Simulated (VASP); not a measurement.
# BaTe in VASP: a series of runs

The runs below take BaTe through single point, relaxation of shape and atoms at fixed volume, with PBE.

Everything below comes from runs of VASP 6.6.1. Logs are shortened: lines on timing, memory, paths and dates and some standing lists are left out, and cuts for length are marked.

**1. The cell of the first run**

The typed cell holds 4 atoms: a = 6.030 Å, b = 5.985 Å, c = 7.002 Å, α = 90.00°, β = 90.00°, γ = 120.25°.

**2. Single point, PBE**

File INCAR:

```
SYSTEM = BaTe
ALGO = Normal ; EDIFF = 1E-6
ENCUT = 520 ; GGA = PE
ISIF = 2 ; ISMEAR = 0
LASPH = .TRUE. ; LCHARG = .FALSE.
LREAL = .FALSE. ; LWAVE = .FALSE.
NBANDS = 24 ; NELM = 80
PREC = Accurate ; SIGMA = 0.05
```

File KPOINTS:

```
k-points
0
G
  8 8 4
  0 0 0
```

File POSCAR:

```
BaTe
1.0
    6.0299123819      0.0000000000      0.0000000000
   -3.0149561910      5.1703537676      0.0000000000
    0.0000000000      0.0000000000      7.0024277399
Ba Te
2 2
Direct
    0.6666666667      0.3333333333      0.0625865676
    0.3333333333      0.6666666667      0.5625865676
    0.6666666667      0.3333333333      0.5626134324
    0.3333333333      0.6666666667      0.0626134324
```

Potentials or basis: VASP PAW PBE potentials, release 64 (Ba_sv, Te).

Command:

```sh
$ cat potpaw_PBE.64/Ba_sv/POTCAR potpaw_PBE.64/Te/POTCAR > POTCAR
$ mpirun -np 1 vasp_std > vasp.out
```

OUTCAR:

```text
SYSTEM = BaTe
   EDIFF = 1E-6
   ENCUT = 520
   GGA = PE
   ISIF = 2
   ISMEAR = 0
   LASPH = .TRUE.
   LREAL = .FALSE.
   NELM = 80
   PREC = Accurate

 ion  position               nearest neighbor table
   1  0.667  0.333  0.063-   4 3.45   4 3.47   4 3.47   3 3.50   3 3.50
   2  0.333  0.667  0.563-   3 3.45   3 3.47   3 3.47   4 3.50   4 3.50
   3  0.667  0.333  0.563-   2 3.45   2 3.47   2 3.47   1 3.50   1 3.50
   4  0.333  0.667  0.063-   1 3.45   1 3.47   1 3.47   2 3.50   2 3.50

  Warning from LATTYP: Monoclinic adjustment (A1->A3, A2->A1, A3->A2)!
  LATTYP: Found a base centered orthorhombic cell.
 ALAT       =     6.0299123819
 B/A-ratio  =     1.7149017897
 C/A-ratio  =     1.1612818390

  Lattice vectors:

 A1 = (   3.0149561910,  -5.1703537676,   0.0000000000)
 A2 = (   3.0149561909,   5.1703537676,   0.0000000000)
 A3 = (   0.0000000000,   0.0000000000,   7.0024277399)

Analysis of symmetry for initial positions (statically):
=====================================================================
 Subroutine PRICEL returns:
 Original cell was already a primitive cell.

 Routine SETGRP: Setting up the symmetry group for a
 base centered orthorhombic supercell.

 Subroutine GETGRP returns: Found  4 space group operations
 (whereof  2 operations were pure point group operations)
 out of a pool of  8 trial point group operations.

The static configuration has the point symmetry C_1h.
 The point group associated with its full space group is C_2v.

Analysis of symmetry for dynamics (positions and initial velocities):
=====================================================================
 Subroutine PRICEL returns:
 Original cell was already a primitive cell.

 Routine SETGRP: Setting up the symmetry group for a
 base centered orthorhombic supercell.

 Subroutine GETGRP returns: Found  4 space group operations
 (whereof  2 operations were pure point group operations)
 out of a pool of  8 trial point group operations.

The dynamic configuration has the point symmetry C_1h.
 The point group associated with its full space group is C_2v.

 Subroutine INISYM returns: Found  4 space group operations
 (whereof  2 operations are pure point group operations),
 and found     1 'primitive' translations

----------------------------------------------------------------------------------------

                                     Primitive cell

  volume of cell :     218.3132

  direct lattice vectors                    reciprocal lattice vectors
     6.029912382  0.000000000  0.000000000     0.165839889  0.096705182  0.000000000
    -3.014956191  5.170353768  0.000000000     0.000000000  0.193410363  0.000000000
     0.000000000  0.000000000  7.002427740     0.000000000  0.000000000  0.142807614

  length of vectors
     6.029912382  5.985191636  7.002427740     0.191975938  0.193410363  0.142807614

  position of ions in fractional coordinates (direct lattice)
     0.666666667  0.333333333  0.062586568
     0.333333333  0.666666667  0.562586568
     0.666666667  0.333333333  0.562613432
     0.333333333  0.666666667  0.062613432

  ion indices of the primitive-cell ions
   primitive index   ion index
                 1           1
                 2           2
                 3           3
                 4           4

----------------------------------------------------------------------------------------

 KPOINTS: k-points

Automatic generation of k-mesh.
 Grid dimensions read from file:
 generate k-points for:    8    8    4

 Generating k-lattice:

  Cartesian coordinates                     Fractional coordinates (reciprocal lattice)
     0.020729986  0.012088148  0.000000000     0.125000000  0.000000000  0.000000000
     0.000000000  0.024176295  0.000000000     0.000000000  0.125000000  0.000000000
     0.000000000  0.000000000  0.035701904     0.000000000  0.000000000  0.250000000

  Length of vectors
     0.023996992  0.024176295  0.035701904

  Shift w.r.t. Gamma in fractional coordinates (k-lattice)
     0.000000000  0.000000000  0.000000000

 Subroutine IBZKPT returns following result:
 ===========================================

 Found     63 irreducible k-points:

 Following reciprocal coordinates:
            Coordinates               Weight
  0.000000  0.000000  0.000000      1.000000
  0.125000  0.000000  0.000000      4.000000
  0.250000  0.000000  0.000000      4.000000
  0.375000  0.000000  0.000000      4.000000
  0.500000  0.000000  0.000000      2.000000
  0.000000  0.125000  0.000000      2.000000
[... 16 lines left out ...]
  0.125000  0.000000  0.250000      8.000000
  0.250000  0.000000  0.250000      8.000000
 [... further k-points ...]
   k-points           NKPTS =     63   k-points in BZ     NKDIM =     63   number of bands    NBANDS=     24
   number of dos      NEDOS =    301   number of ions     NIONS =      4
   total plane-waves  NPLWV = 124416
   dimension x,y,z NGX =    48 NGY =   48 NGZ =   54
   dimension x,y,z NGXF=    96 NGYF=   96 NGZF=  108
   ions per type =               2   2
   NGX,Y,Z   is equivalent  to a cutoff of  13.23, 13.33, 12.82 a.u.
   NGXF,Y,Z  is equivalent  to a cutoff of  26.47, 26.67, 25.64 a.u.
 SYSTEM =  BaTe
   PREC   = accura    normal or accurate (medium, high low for compatibility)
   ISTART =      0    job   : 0-new  1-cont  2-samecut
   ICHARG =      2    charge: 1-file 2-atom 10-const
   ISPIN  =      1    spin polarized calculation?
   LNONCOLLINEAR =      F non collinear calculations
   LSORBIT =      F    spin-orbit coupling
   LASPH  =      T    aspherical Exc in radial PAW
   ENCUT  =  520.0 eV  38.22 Ry    6.18 a.u.  11.21 11.13 13.02*2*pi/ulx,y,z
   NELM   =     80;   NELMIN=  2; NELMDL= -5     # of ELM steps
   EDIFF  = 0.1E-05   stopping-criterion for ELM
   LREAL  =      F    real-space projection
   EDIFFG = 0.1E-04   stopping-criterion for IOM
   NSW    =      0    number of steps for IOM
   IBRION =     -1    ionic relax: 0-MD 1-quasi-New 2-CG
   NFREE  =      0    steps in history (QN), initial steepest desc. (CG)
   ISIF   =      2    stress and relaxation
   ISYM   =      2    0-nonsym 1-usesym 2-fastsym
   POTIM  = 0.5000    time-step for ionic-motion
   TEBEG  =    0.0;   TEEND  =   0.0 temperature during run
   PSTRESS=    0.0 pullay stress
   NELECT =      32.0000    total number of electrons
   NUPDOWN=      -1.0000    fix difference up-down
   EMIN   =  10.00;   EMAX   =-10.00  energy-range for DOS
   EFERMI =   0.00;   METHOD = LEGACY
   ISMEAR =     0;   SIGMA  =   0.05  broadening in eV -4-tet -1-fermi 0-gaus
   EFERMI_NEDOS =   21; number of points for ismear=-14 and -15
   IALGO  =     38    algorithm
   IMIX   =      4    mixing-type and parameters
     AMIX     =   0.40;   BMIX     =  1.00
     AMIX_MAG =   1.60;   BMIX_MAG =  1.00
  volume/ion in A,a.u.               =      54.58       368.31
  Fermi-wavevector in a.u.,A,eV,Ry     =   0.863174  1.631162 10.137277  0.745069
  Thomas-Fermi vector in A             =   1.981084
   LORBIT       =      0    0 simple, 1 ext, 2 COOP (PROOUT), +10 PAW based schemes
   GGA     = PE    functional components
   LHFCALC =     F    Hartree Fock is set to
   AEXX    =    0.0000 exact exchange contribution
   IVDW    =     0    specifies the selected vdW correction
   LEPSILON=     F    determine dielectric tensor
   LRPA    =     F    only Hartree local field effects (RPA)
 non-spin polarized calculation
 Gauss-broadening in eV      SIGMA  =   0.05
  energy-cutoff  :      520.00
  volume of cell :      218.31
 maximum number of plane-waves:      5910
 NGX is ok and might be reduce to    48
   NGX = 23   NGY = 23   NGZ = 27

 number of electron      32.0000000 magnetization

 Free energy of the ion-electron system (eV)
  ---------------------------------------------------
  ext. energy  EPLUGINS =         0.00000000
  ---------------------------------------------------
  free energy    TOTEN  =       -16.77774810 eV

  energy without entropy =      -16.77774810  energy(sigma->0) =      -16.77774810

 E-fermi :   1.2527     XC(G=0):  -7.0457

 val. band max:        0.9772170460   @ k =   0.0000   0.0000   0.0000
 cond. band min:       2.9092689042   @ k =   0.2500   0.3750   0.0000
 fundamental gap:      1.9320518582
 Fermi energy:         1.2526845434

 k-point     1 :       0.0000    0.0000    0.0000
  band No.  band energies     occupation
      1     -26.3163      2.00000
      2     -26.3025      2.00000
      3     -11.6026      2.00000
      4     -11.5657      2.00000
      5     -11.5631      2.00000
      6     -11.5012      2.00000
[... 16 lines left out ...]
     23       5.4811      0.00000
     24       6.2265      0.00000

 k-point     2 :       0.1250    0.0000    0.0000
  band No.  band energies     occupation
      1     -26.3157      2.00000
      2     -26.3029      2.00000
      3     -11.5969      2.00000
      4     -11.5771      2.00000
      5     -11.5679      2.00000
      6     -11.5174      2.00000
[... 16 lines left out ...]
     23       5.6078      0.00000
     24       5.6539      0.00000

 k-point     3 :       0.2500    0.0000    0.0000
  band No.  band energies     occupation
      1     -26.3141      2.00000
      2     -26.3038      2.00000
      3     -11.6083      2.00000
      4     -11.5813      2.00000
      5     -11.5753      2.00000
      6     -11.5574      2.00000
[... 16 lines left out ...]
     23       5.4764      0.00000
     24       5.7145      0.00000

 k-point     4 :       0.3750    0.0000    0.0000
  band No.  band energies     occupation
      1     -26.3121      2.00000
      2     -26.3053      2.00000
      3     -11.6385      2.00000
      4     -11.5974      2.00000
      5     -11.5809      2.00000
      6     -11.5604      2.00000
[... 16 lines left out ...]
     23       5.4575      0.00000
     24       5.6950      0.00000

 k-point     5 :       0.5000    0.0000    0.0000
  band No.  band energies     occupation
      1     -26.3109      2.00000
      2     -26.3062      2.00000
      3     -11.6506      2.00000
      4     -11.6129      2.00000
      5     -11.5839      2.00000
      6     -11.5477      2.00000
[... 16 lines left out ...]
     23       5.5705      0.00000
     24       5.8048      0.00000

 k-point     6 :       0.0000    0.1250    0.0000
  band No.  band energies     occupation
      1     -26.3157      2.00000
      2     -26.3029      2.00000
      3     -11.5968      2.00000
      4     -11.5793      2.00000
      5     -11.5662      2.00000
      6     -11.5186      2.00000
[... 16 lines left out ...]
     23       5.5969      0.00000
     24       5.7038      0.00000
[... 379 lines left out ...]
 k-point    21 :       0.0000    0.5000    0.0000
  band No.  band energies     occupation
      1     -26.3106      2.00000
      2     -26.3064      2.00000
      3     -11.6553      2.00000
      4     -11.6146      2.00000
      5     -11.5835      2.00000
      6     -11.5449      2.00000
[... 16 lines left out ...]
     23       5.5507      0.00000
     24       5.7893      0.00000

 k-point    22 :       0.0000    0.0000    0.2500
  band No.  band energies     occupation
      1     -26.3142      2.00000
      2     -26.3045      2.00000
      3     -11.6076      2.00000
      4     -11.5562      2.00000
      5     -11.5536      2.00000
      6     -11.5103      2.00000
[... 16 lines left out ...]
     23       5.8592      0.00000
     24       6.3137      0.00000

 k-point    23 :       0.1250    0.0000    0.2500
  band No.  band energies     occupation
      1     -26.3138      2.00000
      2     -26.3047      2.00000
      3     -11.6271      2.00000
      4     -11.5592      2.00000
      5     -11.5530      2.00000
      6     -11.5432      2.00000
[... 16 lines left out ...]
     23       5.7301      0.00000
     24       5.9751      0.00000

 k-point    24 :       0.2500    0.0000    0.2500
  band No.  band energies     occupation
      1     -26.3126      2.00000
      2     -26.3053      2.00000
      3     -11.6639      2.00000
      4     -11.6126      2.00000
      5     -11.5638      2.00000
      6     -11.5250      2.00000
[... 16 lines left out ...]
     23       5.6028      0.00000
     24       5.8383      0.00000

 [... further k-points ...]

------------------------ aborting loop because EDIFF is reached ----------------------------------------

  FORCE on cell =-STRESS in cart. coord.  units (eV):
  Direction    XX          YY          ZZ          XY          YZ          ZX
  --------------------------------------------------------------------------------------
  -------------------------------------------------------------------------------------
  Total       -0.1851150      0.1019595      0.2878235     -0.0000000      0.0000000      0.0000000
  in kB       -1.3585394      0.7482697      2.1123067     -0.0000000      0.0000000      0.0000000
  external PRESSURE =       0.5006790 kB  Pullay stress =       0.0000000 kB

 VOLUME and BASIS-vectors are now :
 -----------------------------------------------------------------------------
  energy-cutoff  :      520.00
  volume of cell :      218.31
      direct lattice vectors                 reciprocal lattice vectors
     6.029912382  0.000000000  0.000000000     0.165839889  0.096705182  0.000000000
    -3.014956191  5.170353768  0.000000000     0.000000000  0.193410363  0.000000000
     0.000000000  0.000000000  7.002427740     0.000000000  0.000000000  0.142807614

 POSITION                                       TOTAL-FORCE (eV/Angst)
 -----------------------------------------------------------------------------------
      3.01496      1.72345      0.43826        -0.000000      0.039037      0.000460
     -0.00000      3.44690      3.93947         0.000000     -0.039037      0.000460
      3.01496      1.72345      3.93966        -0.000000      0.037807     -0.000460
     -0.00000      3.44690      0.43845         0.000000     -0.037807     -0.000460
 -----------------------------------------------------------------------------------
    total drift:                               -0.000000     -0.000000      0.000106

  FREE ENERGIE OF THE ION-ELECTRON SYSTEM (eV)
  ---------------------------------------------------
  free  energy   TOTEN  =       -16.7777480991 eV

  energy  without entropy=      -16.7777480991  energy(sigma->0) =      -16.77774810
```

It took 2.7 min on 1 thread of Intel Xeon 6975P-C (Granite Rapids), shared host; peak memory 0.52 GiB.

What came out:

* Free energy: -16.7777 eV
* Pressure: 0.1 GPa
* Largest force: 0.039 eV/Å
* Band gap on the k mesh: 1.93 eV (least direct gap 2.23 eV)

Forces on the atoms (eV/Å):
```
Ba   0.000  0.039  0.000
Ba   0.000 -0.039  0.000
Te   0.000  0.038  0.000
Te   0.000 -0.038  0.000
```

Levels at points of the mesh, in eV from the valence-band top:
| k point | band 12 | band 13 | band 14 | band 15 | band 16 | band 17 | band 18 | band 19 | band 20 | band 21 |
| --- | --- | --- | --- | --- | --- | --- | --- | --- | --- | --- |
| (0.00, 0.00, 0.00) | -1.05 | -0.93 | -0.92 | -0.91 | 0.00 | 2.30 | 2.73 | 2.73 | 3.60 | 4.33 |
| (0.50, 0.00, 0.00) | -1.01 | -0.84 | -0.75 | -0.52 | -0.40 | 2.32 | 2.73 | 2.90 | 3.79 | 3.87 |
| (0.00, 0.50, 0.00) | -1.00 | -0.85 | -0.74 | -0.53 | -0.39 | 2.30 | 2.73 | 2.88 | 3.78 | 3.89 |
| (0.00, 0.00, 0.50) | -1.42 | -1.08 | -1.08 | -1.07 | -1.07 | 3.12 | 3.12 | 4.18 | 4.18 | 4.18 |
| (0.50, 0.00, 0.50) | -1.77 | -0.91 | -0.91 | -0.75 | -0.75 | 3.10 | 3.10 | 3.84 | 3.84 | 4.39 |
| (0.00, 0.50, 0.50) | -1.77 | -0.90 | -0.90 | -0.75 | -0.75 | 3.09 | 3.09 | 3.83 | 3.83 | 4.40 |

Caveat: spin-orbit coupling is left out, which moves the levels of the heavy elements. A k mesh can miss the band edges.

[end of part 1 of 2]
